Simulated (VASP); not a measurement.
Here is a VASP 6.6.1 calculation.

The input INCAR:

```
SYSTEM = Sr8Ti8O23
PREC = Accurate
ENCUT = 520
EDIFF = 1E-6
ISMEAR = -1
SIGMA = 0.05
LREAL = Auto
LASPH = .True.
NELM = 80
ALGO = Normal
ISIF = 2
LWAVE = .False.
LCHARG = .True.
GGA = PS
LELF = .True.
LVHAR = .True.
NBANDS = 182
NELECT = 312.0
ISYM = 0
```

The input KPOINTS:

```
Automatic mesh
0
Gamma
  1 1 1
  0.25 0.25 0.25
```

POSCAR

```
Sr8Ti8O23
1.0
    7.7828210000      0.0000000000      0.0000000000
    0.0000000000      7.7828210000      0.0000000000
    0.0000000000      0.0000000000      7.7828210000
Sr Ti O
8 8 23
Direct
    0.9884580000      0.9899210000      0.9979540000
    0.9903510000      0.9914000000      0.4968180000
    0.9887780000      0.5071750000      0.9976860000
    0.9889000000      0.5074670000      0.4982200000
    0.5054730000      0.9894890000      0.9978790000
    0.5064580000      0.9899870000      0.4984640000
    0.5068390000      0.5076720000      0.9972690000
    0.5073320000      0.5084580000      0.4995690000
    0.2463180000      0.2476800000      0.2337460000
    0.2475650000      0.2488990000      0.7666250000
    0.2467990000      0.7447310000      0.2501790000
    0.2469420000      0.7484460000      0.7423500000
    0.7434230000      0.2478430000      0.2498550000
    0.7473740000      0.2479000000      0.7420750000
    0.7463560000      0.7473960000      0.2474950000
    0.7472400000      0.7481360000      0.7483870000
    0.2491400000      0.2515740000      0.0004010000
    0.2519800000      0.7497940000      0.0015850000
    0.2513890000      0.7526490000      0.5009900000
    0.7494580000      0.2529830000      0.0017810000
    0.7507100000      0.2529530000      0.5011090000
    0.7508150000      0.7523420000      0.0006850000
    0.7514390000      0.7524330000      0.5009930000
    0.0092350000      0.2537670000      0.2714560000
    0.0067210000      0.2513840000      0.7329840000
    0.0023360000      0.7534150000      0.2490280000
    0.0014900000      0.7524080000      0.7533990000
    0.4954960000      0.2547410000      0.2692360000
    0.4930210000      0.2524350000      0.7317020000
    0.5014260000      0.7524650000      0.2495310000
    0.5004880000      0.7514750000      0.7525680000
    0.2541310000      0.0101870000      0.2702180000
    0.2511760000      0.0080400000      0.7335510000
    0.2528260000      0.4964270000      0.2700900000
    0.2499380000      0.4943500000      0.7309170000
    0.7515380000      0.0033940000      0.2493170000
    0.7501990000      0.0028250000      0.7531230000
    0.7525640000      0.5025140000      0.2494050000
    0.7510890000      0.5017830000      0.7530260000
```

Potentials or basis: VASP PAW PBE potentials, release 64 (Sr_sv, Ti_sv, O).

Command:

```sh
$ cat potpaw_PBE.64/Sr_sv/POTCAR potpaw_PBE.64/Ti_sv/POTCAR potpaw_PBE.64/O/POTCAR > POTCAR
$ mpirun -np 1 vasp_std > vasp.out
```

Task: What does it give for the largest force?

Result: 0.147 eV/Å.

Forces in eV/Å, atoms in the order of the input:
```
Sr   0.038  0.035 -0.005
Sr   0.016  0.015  0.036
Sr   0.004 -0.024  0.003
Sr   0.018 -0.008  0.018
Sr  -0.013  0.013  0.000
Sr  -0.005  0.018  0.012
Sr  -0.026 -0.026  0.015
Sr   0.001 -0.001 -0.008
Ti   0.085  0.078  0.071
Ti   0.047  0.052 -0.061
Ti   0.082  0.102  0.015
Ti   0.050  0.004  0.044
Ti   0.103  0.078  0.017
Ti   0.006  0.056  0.053
Ti   0.089  0.089  0.075
Ti   0.067  0.076  0.048
O   -0.009 -0.009  0.016
O   -0.012  0.012 -0.010
O   -0.019 -0.008 -0.042
O    0.012 -0.015 -0.017
O   -0.010 -0.019 -0.045
O   -0.016 -0.016 -0.026
O   -0.021 -0.018 -0.038
O   -0.102 -0.032 -0.027
O   -0.024 -0.006 -0.014
O   -0.050 -0.021 -0.015
O   -0.047 -0.027 -0.016
O   -0.051 -0.028  0.005
O    0.023 -0.010  0.004
O   -0.037 -0.015 -0.021
O   -0.032 -0.022 -0.002
O   -0.040 -0.101 -0.021
O   -0.009 -0.028 -0.014
O   -0.027 -0.044  0.003
O    0.002  0.027  0.005
O   -0.023 -0.049 -0.013
O   -0.024 -0.057 -0.014
O   -0.023 -0.037 -0.023
O   -0.023 -0.035 -0.008
```

Caveat: the k points lie up to 0.81 Å⁻¹ apart; the cell carries a net charge on a neutralising background, which shifts energy and pressure; the PAW data sets were made with another functional, which shifts forces and pressure a little.
